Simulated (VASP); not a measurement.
# Al2Cu in VASP: notebook

Runs on Al2Cu. Level: PBEsol. Tasks: single point.

Program: VASP 6.6.1. These are calculated values, not measurements. Logs are shortened: lines on timing, memory, paths and dates and some standing lists are left out, and cuts for length are marked.

### 1 The cell of the first run

It takes space group Cm (No. 8, monoclinic). Conventional cell: a = 5.726 Å, b = 5.726 Å, c = 4.049 Å, α = 90.00°, β = 135.00°, γ = 90.00°. Al (site symmetry 1) has 4 Cu at 2.39 to 2.57 Å and 6 Al at 2.86 Å within 3.2 Å. Within 3.2 Å of Cu (site symmetry m) lie 8 Al at 2.39 to 2.57 Å.

### 2 Single point, PBEsol (atoms displaced along a vibrational mode)

Input file INCAR:

```
PREC = Accurate ; ENCUT = 520
EDIFF = 1E-7 ; ISMEAR = 0
SIGMA = 0.15 ; LREAL = F
LASPH = T ; NELM = 80
ALGO = Fast ; ISIF = 2
LWAVE = F ; LCHARG = F
GGA = PS ; NBANDS = 16
```

Input file KPOINTS:

```
regular mesh
0
Gamma
  14 14 14
```

Input file POSCAR:

```
Al2Cu
1.0
   -2.0246107077      2.0246107077      2.8631594530
    2.0246107077     -2.0246107077      2.8631594530
    2.0246107077      2.0246107077     -2.8631594530
Al Cu
2 1
Direct
    0.7452850484      0.2358551451      0.4811401935
    0.2452850484      0.7358551451      0.4811401935
    0.5040039231      0.5120117693      0.0160156924
```

Potentials or basis: VASP PAW PBE potentials, release 64 (Al, Cu).

Command:

```bash
$ cat potpaw_PBE.64/Al/POTCAR potpaw_PBE.64/Cu/POTCAR > POTCAR
$ mpirun -np 1 vasp_std > vasp.out
```

OUTCAR:

```text
PREC = Accurate
   ENCUT = 520
   EDIFF = 1E-7
   ISMEAR = 0
   LREAL = F
   LASPH = T
   NELM = 80
   ISIF = 2
   GGA = PS

 ion  position               nearest neighbor table
   1  0.745  0.236  0.481-   3 2.39   3 2.45   3 2.51   3 2.57   2 2.86   2 2.86   2 2.86   2 2.86
                             2 2.86   2 2.86
   2  0.245  0.736  0.481-   3 2.39   3 2.45   3 2.51   3 2.57   1 2.86   1 2.86   1 2.86   1 2.86
                             1 2.86   1 2.86
   3  0.504  0.512  0.016-   1 2.39   2 2.39   2 2.45   1 2.45   2 2.51   1 2.51   1 2.57   2 2.57

  LATTYP: Found a body centered tetragonal cell.
 ALAT       =     4.0492214154
 C/A-ratio  =     1.4141777686

  Lattice vectors:

 A1 = (  -2.0246107077,   2.0246107077,   2.8631594530)
 A2 = (   2.0246107077,  -2.0246107077,   2.8631594530)
 A3 = (   2.0246107077,   2.0246107077,  -2.8631594530)

Analysis of symmetry for initial positions (statically):
=====================================================================
 Subroutine PRICEL returns:
 Original cell was already a primitive cell.

 Routine SETGRP: Setting up the symmetry group for a
 body centered tetragonal supercell.

 Subroutine GETGRP returns: Found  2 space group operations
 (whereof  2 operations were pure point group operations)
 out of a pool of 16 trial point group operations.

The static configuration has the point symmetry C_1h.

Analysis of symmetry for dynamics (positions and initial velocities):
=====================================================================
 Subroutine PRICEL returns:
 Original cell was already a primitive cell.

 Routine SETGRP: Setting up the symmetry group for a
 body centered tetragonal supercell.

 Subroutine GETGRP returns: Found  2 space group operations
 (whereof  2 operations were pure point group operations)
 out of a pool of 16 trial point group operations.

The dynamic configuration has the point symmetry C_1h.

 Subroutine INISYM returns: Found  2 space group operations
 (whereof  2 operations are pure point group operations),
 and found     1 'primitive' translations

----------------------------------------------------------------------------------------

                                     Primitive cell

  volume of cell :      46.9449

  direct lattice vectors                    reciprocal lattice vectors
    -2.024610708  2.024610708  2.863159453     0.000000000  0.246961057  0.174632258
     2.024610708 -2.024610708  2.863159453     0.246961057  0.000000000  0.174632258
     2.024610708  2.024610708 -2.863159453     0.246961057  0.246961057  0.000000000

  length of vectors
     4.049170173  4.049170173  4.049170173     0.302466840  0.302466840  0.349255676

  position of ions in fractional coordinates (direct lattice)
     0.745285048  0.235855145  0.481140194
     0.245285048  0.735855145  0.481140194
     0.504003923  0.512011769  0.016015692

  ion indices of the primitive-cell ions
   primitive index   ion index
                 1           1
                 2           2
                 3           3

----------------------------------------------------------------------------------------

 KPOINTS: regular mesh

Automatic generation of k-mesh.
 Grid dimensions read from file:
 generate k-points for:   14   14   14

 Generating k-lattice:

  Cartesian coordinates                     Fractional coordinates (reciprocal lattice)
     0.000000000  0.017640075  0.012473733     0.071428571  0.000000000 -0.000000000
     0.017640075  0.000000000  0.012473733     0.000000000  0.071428571 -0.000000000
     0.017640075  0.017640075  0.000000000     0.000000000  0.000000000  0.071428571

  Length of vectors
     0.021604774  0.021604774  0.024946834

  Shift w.r.t. Gamma in fractional coordinates (k-lattice)
     0.000000000  0.000000000  0.000000000

 Subroutine IBZKPT returns following result:
 ===========================================

 Found    744 irreducible k-points:

 Following reciprocal coordinates:
            Coordinates               Weight
  0.000000  0.000000  0.000000      1.000000
  0.071429  0.000000  0.000000      4.000000
  0.000000  0.071429  0.000000      4.000000
  0.142857  0.000000 -0.000000      4.000000
  0.000000  0.142857 -0.000000      4.000000
  0.214286 -0.000000  0.000000      4.000000
[... 16 lines left out ...]
 -0.000000  0.285714 -0.071429      4.000000
 -0.071429 -0.214286 -0.000000      4.000000
 [... further k-points ...]
   k-points           NKPTS =    744   k-points in BZ     NKDIM =    744   number of bands    NBANDS=     16
   number of dos      NEDOS =    301   number of ions     NIONS =      3
   total plane-waves  NPLWV =  27000
   dimension x,y,z NGX =    30 NGY =   30 NGZ =   30
   dimension x,y,z NGXF=    60 NGYF=   60 NGZF=   60
   ions per type =               2   1
   NGX,Y,Z   is equivalent  to a cutoff of  12.32, 12.32, 12.32 a.u.
   NGXF,Y,Z  is equivalent  to a cutoff of  24.63, 24.63, 24.63 a.u.
 SYSTEM =  unknown system
   PREC   = accura    normal or accurate (medium, high low for compatibility)
   ISTART =      0    job   : 0-new  1-cont  2-samecut
   ICHARG =      2    charge: 1-file 2-atom 10-const
   ISPIN  =      1    spin polarized calculation?
   LNONCOLLINEAR =      F non collinear calculations
   LSORBIT =      F    spin-orbit coupling
   LASPH  =      T    aspherical Exc in radial PAW
   ENCUT  =  520.0 eV  38.22 Ry    6.18 a.u.   7.53  7.53  7.53*2*pi/ulx,y,z
   NELM   =     80;   NELMIN=  2; NELMDL= -5     # of ELM steps
   EDIFF  = 0.1E-06   stopping-criterion for ELM
   LREAL  =      F    real-space projection
   EDIFFG = 0.1E-05   stopping-criterion for IOM
   NSW    =      0    number of steps for IOM
   IBRION =     -1    ionic relax: 0-MD 1-quasi-New 2-CG
   NFREE  =      0    steps in history (QN), initial steepest desc. (CG)
   ISIF   =      2    stress and relaxation
   ISYM   =      2    0-nonsym 1-usesym 2-fastsym
   POTIM  = 0.5000    time-step for ionic-motion
   TEBEG  =    0.0;   TEEND  =   0.0 temperature during run
   PSTRESS=    0.0 pullay stress
   NELECT =      17.0000    total number of electrons
   NUPDOWN=      -1.0000    fix difference up-down
   EMIN   =  10.00;   EMAX   =-10.00  energy-range for DOS
   EFERMI =   0.00;   METHOD = LEGACY
   ISMEAR =     0;   SIGMA  =   0.15  broadening in eV -4-tet -1-fermi 0-gaus
   EFERMI_NEDOS =   21; number of points for ismear=-14 and -15
   IALGO  =     68    algorithm
   IMIX   =      4    mixing-type and parameters
     AMIX     =   0.40;   BMIX     =  1.00
     AMIX_MAG =   1.60;   BMIX_MAG =  1.00
  volume/ion in A,a.u.               =      15.65       105.60
  Fermi-wavevector in a.u.,A,eV,Ry     =   1.166886  2.205094 18.525992  1.361622
  Thomas-Fermi vector in A             =   2.303393
   LORBIT       =      0    0 simple, 1 ext, 2 COOP (PROOUT), +10 PAW based schemes
   GGA     = PS    functional components
   LHFCALC =     F    Hartree Fock is set to
   AEXX    =    0.0000 exact exchange contribution
   IVDW    =     0    specifies the selected vdW correction
   LEPSILON=     F    determine dielectric tensor
   LRPA    =     F    only Hartree local field effects (RPA)
 non-spin polarized calculation
 RMM-DIIS sequential band-by-band and
 Gauss-broadening in eV      SIGMA  =   0.15
  energy-cutoff  :      520.00
  volume of cell :       46.94
 maximum number of plane-waves:      1295
   NGX = 15   NGY = 15   NGZ = 15

 number of electron      16.9999998 magnetization

 Free energy of the ion-electron system (eV)
  ---------------------------------------------------
  ext. energy  EPLUGINS =         0.00000000
  ---------------------------------------------------
  free energy    TOTEN  =       -12.97052679 eV

  energy without entropy =      -12.96010041  energy(sigma->0) =      -12.96531360

 E-fermi :   7.1055     XC(G=0): -10.6335

 val. band max:        7.1024330245   @ k =  -0.0714   0.2143  -0.0714
 cond. band min:       7.1187587481   @ k =   0.0000   0.1429  -0.0000
 fundamental gap:      0.0163257236
 Fermi energy:         7.1055284750

 k-point     1 :       0.0000    0.0000    0.0000
  band No.  band energies     occupation
      1      -3.2029      2.00000
      2       2.4519      2.00000
      3       2.4646      2.00000
      4       2.4654      2.00000
      5       3.0226      2.00000
      6       3.0298      2.00000
[... 8 lines left out ...]
     15      14.1187      0.00000
     16      14.1221      0.00000

 k-point     2 :       0.0714    0.0000    0.0000
  band No.  band energies     occupation
      1      -3.1338      2.00000
      2       2.4404      2.00000
      3       2.4649      2.00000
      4       2.4758      2.00000
      5       3.0197      2.00000
      6       3.0269      2.00000
[... 8 lines left out ...]
     15      13.3644      0.00000
     16      13.9587      0.00000

 k-point     3 :       0.0000    0.0714    0.0000
  band No.  band energies     occupation
      1      -3.1338      2.00000
      2       2.4340      2.00000
      3       2.4718      2.00000
      4       2.4756      2.00000
      5       3.0196      2.00000
      6       3.0269      2.00000
[... 8 lines left out ...]
     15      13.3632      0.00000
     16      13.9484      0.00000

 k-point     4 :       0.1429    0.0000   -0.0000
  band No.  band energies     occupation
      1      -2.9272      2.00000
      2       2.3729      2.00000
      3       2.4936      2.00000
      4       2.5047      2.00000
      5       3.0138      2.00000
      6       3.0209      2.00000
[... 8 lines left out ...]
     15      13.1608      0.00000
     16      13.6482      0.00000
[... 324 lines left out ...]
 k-point    22 :       0.2143    0.0714    0.0000
  band No.  band energies     occupation
      1      -2.3823      2.00000
      2       2.1871      2.00000
      3       2.5429      2.00000
      4       2.5689      2.00000
      5       2.9841      2.00000
      6       3.0455      2.00000
[... 8 lines left out ...]
     15      13.6106      0.00000
     16      15.4397      0.00000

 k-point    23 :      -0.0000    0.2857   -0.0714
  band No.  band energies     occupation
      1      -2.3821      2.00000
      2       2.1864      2.00000
      3       2.5427      2.00000
      4       2.5732      2.00000
      5       2.9786      2.00000
      6       3.0490      2.00000
[... 8 lines left out ...]
     15      13.6151      0.00000
     16      15.4390      0.00000

 k-point    24 :      -0.0714   -0.2143   -0.0000
  band No.  band energies     occupation
      1      -2.3822      2.00000
      2       2.1841      2.00000
      3       2.5481      2.00000
      4       2.5693      2.00000
      5       2.9829      2.00000
      6       3.0458      2.00000
[... 8 lines left out ...]
     15      13.6078      0.00000
     16      15.4396      0.00000

 [... further k-points ...]

------------------------ aborting loop because EDIFF is reached ----------------------------------------

  FORCE on cell =-STRESS in cart. coord.  units (eV):
  Direction    XX          YY          ZZ          XY          YZ          ZX
  --------------------------------------------------------------------------------------
  -------------------------------------------------------------------------------------
  Total        0.3685165      0.1381305      0.3265603     -0.0429091      0.0000000      0.0000000
  in kB       12.5770539      4.7142399     11.1451350     -1.4644387      0.0000000      0.0000000
  external PRESSURE =       9.4788096 kB  Pullay stress =       0.0000000 kB

 VOLUME and BASIS-vectors are now :
 -----------------------------------------------------------------------------
  energy-cutoff  :      520.00
  volume of cell :       46.94
      direct lattice vectors                 reciprocal lattice vectors
    -2.024610708  2.024610708  2.863159453     0.000000000  0.246961057  0.174632258
     2.024610708 -2.024610708  2.863159453     0.246961057  0.000000000  0.174632258
     2.024610708  2.024610708 -2.863159453     0.246961057  0.246961057  0.000000000

 POSITION                                       TOTAL-FORCE (eV/Angst)
 -----------------------------------------------------------------------------------
     -0.05728      2.00552      1.43158         0.405592      0.131229      0.062688
      1.96734     -0.01909      1.43158         0.405592      0.131229     -0.062688
      0.04864      0.01621      2.86316        -0.811184     -0.262458     -0.000000
 -----------------------------------------------------------------------------------
    total drift:                                0.000564     -0.000518      0.000001

  FREE ENERGIE OF THE ION-ELECTRON SYSTEM (eV)
  ---------------------------------------------------
  free  energy   TOTEN  =       -12.9705267890 eV

  energy  without entropy=      -12.9601004090  energy(sigma->0) =      -12.96531360
```

It took 15 min on 1 thread of Intel Xeon Platinum 8259CL at 2.50GHz (Skylake/Cascade Lake), shared host; peak memory 0.62 GiB.

What came out:

| Property | Result |
| --- | --- |
| Free energy | -12.9705 eV |
| Pressure | 0.9 GPa |
| Largest force | 0.853 eV/Å |
| Band gap on the k mesh | zero (an odd number of electrons rules out a gap without spin polarisation) |

Forces in eV/Å, atoms in the order of the input:
```
Al   0.406  0.131  0.063
Al   0.406  0.131 -0.063
Cu  -0.811 -0.262  0.000
```

Levels at points of the mesh, in eV from the Fermi level:
```
           k point  band 5  band 6  band 7  band 8  band 9  band 10  band 11  band 12  band 13  band 14
(0.00, 0.00, 0.00)   -4.08   -4.08    2.68    2.69    2.90     2.95     3.16     3.18     4.41     6.99
(0.50, 0.00, 0.00)   -4.04   -4.02   -4.01    0.61    0.63     2.92     2.95     3.84     4.42     9.81
(0.00, 0.50, 0.00)   -4.04   -4.02   -4.01    0.61    0.62     2.93     2.95     3.85     4.40     9.81
(0.50, 0.50, 0.00)   -4.14   -3.92   -3.81   -2.01   -1.98     0.38     1.48     9.06    10.69    10.72
(0.00, 0.00, 0.50)   -4.14   -3.92   -3.79   -2.00   -2.00     0.38     1.48     9.06    10.67    10.68
(0.50, 0.50, 0.50)   -4.14   -3.92   -3.82   -2.01   -1.98     0.38     1.48     9.06    10.70    10.73
```

Caveat: the cell differs from its parent crystal (atoms displaced along a vibrational mode); the PAW data sets were made with another functional, which shifts forces and pressure a little.

### 3 Single point, PBEsol

Input file INCAR:

```
SYSTEM = Al2Cu
PREC = Accurate ; ENCUT = 520
EDIFF = 1E-7 ; ISMEAR = 0
SIGMA = 0.15 ; LREAL = .False.
LASPH = .True. ; NELM = 80
ALGO = Normal ; ISIF = 2
LWAVE = .False. ; LCHARG = .False.
GGA = PS ; NBANDS = 16
```

Input file KPOINTS:

```
regular mesh
0
Gamma
  14 14 14
  0 0 0
```

Input file POSCAR:

```
Al2Cu
1.0
   -2.0246107077      2.0246107077      2.8631594530
    2.0246107077     -2.0246107077      2.8631594530
    2.0246107077      2.0246107077     -2.8631594530
Al Cu
2 1
Direct
    0.7500000000      0.2500000000      0.5000000000
    0.2500000000      0.7500000000      0.5000000000
    0.5000000000      0.5000000000      0.0000000000
```

Potentials or basis: VASP PAW PBE potentials, release 64 (Al, Cu).

Command:

```bash
$ cat potpaw_PBE.64/Al/POTCAR potpaw_PBE.64/Cu/POTCAR > POTCAR
$ mpirun -np 1 vasp_std > vasp.out
```

Wall time 92 s (1 thread of Intel Xeon 6975P-C (Granite Rapids), shared host); peak memory 0.3 GiB.

Results (log left out):

| Quantity | Value |
| --- | --- |
| Free energy | -13.0179 eV |
| Pressure | 0.2 GPa |
| Band gap on the k mesh | zero (an odd number of electrons rules out a gap without spin polarisation) |

Levels at points of the mesh, in eV from the Fermi level:
| k point | band 6 | band 7 | band 8 | band 9 | band 10 | band 11 | band 12 | band 13 |
| --- | --- | --- | --- | --- | --- | --- | --- | --- |
| (0.00, 0.00, 0.00) | -4.06 | 2.90 | 2.90 | 2.90 | 2.96 | 2.96 | 2.96 | 4.38 |
| (0.50, 0.00, 0.00) | -4.00 | -4.00 | 0.61 | 0.61 | 2.95 | 2.95 | 3.86 | 4.39 |
| (0.50, 0.50, 0.00) | -3.90 | -3.78 | -2.00 | -2.00 | 0.39 | 1.49 | 9.05 | 10.73 |
| (0.50, 0.50, 0.50) | -3.90 | -3.78 | -2.00 | -2.00 | 0.39 | 1.49 | 9.05 | 10.73 |

Caveat: the PAW data sets were made with another functional, which shifts forces and pressure a little.
